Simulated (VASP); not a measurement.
## WS2: single point with PBE

WS2:

```
W S
1.0
     3.18000    0.00000    0.00000
    -1.59000    2.75396    0.00000
     0.00000    0.00000   12.50000
W S
2 4
Direct
  0.66667 0.33333 0.75000
  0.33333 0.66667 0.25000
  0.66667 0.33333 0.37500
  0.33333 0.66667 0.87500
  0.66667 0.33333 0.12500
  0.33333 0.66667 0.62500
```

| Property | Result |
| --- | --- |
| Program | VASP 6.6.1 |
| Task | single point |
| Functional | PBE |
| Potentials or basis | VASP PAW PBE potentials, release 64 (W_sv, S) |
| Cutoff | 520 eV |
| k mesh | 7 × 7 × 3 |
| Occupations | fermi-dirac, width 0.05 eV |
| Spin | non-collinear spin, zero start, spin-orbit coupling |
| Starting moments | [[0.0, 0.0, 0.0], [0.0, 0.0, 0.0], [0.0, 0.0, 0.0], [0.0, 0.0, 0.0], [0.0, 0.0, 0.0], [0.0, 0.0, 0.0]] μB |
| Dipole correction | no |
| Further INCAR settings | ALGO = Normal; EDIFF = 1e-06; NBANDS = 68 |

```yaml
Pressure: 2.5 GPa
Largest_force: 0.155 eV/Å
Net_moment: 0.00 μB per cell
Valence_electrons_inside_the_program's_atomic_spheres: W 12.03; S 3.72
```

Forces in eV/Å, atoms in the order of the input:
```
W    0.000  0.000  0.000
W    0.000  0.000  0.000
S    0.000  0.000  0.155
S    0.000  0.000  0.155
S    0.000  0.000 -0.155
S    0.000  0.000 -0.155
```

Stress tensor (GPa, compression positive):
```
1.91 0.00 0.00
0.00 1.91 0.00
0.00 0.00 3.64
```

Moments on the atoms (μB; x, y, z):
```
W   0.00 0.00 0.00
W   0.00 0.00 0.00
S   0.00 0.00 0.00
S   0.00 0.00 0.00
S   0.00 0.00 0.00
S   0.00 0.00 0.00
```

Wall time 4.4 min on 1 thread of Intel(R) Xeon(R) Platinum 8375C CPU @ 2.90GHz (Ice Lake), on a shared host, peak memory 0.52 GiB.

Caveat: this functional lacks dispersion, which binds the layers, so the pressure and a relaxed spacing across them are unreliable.
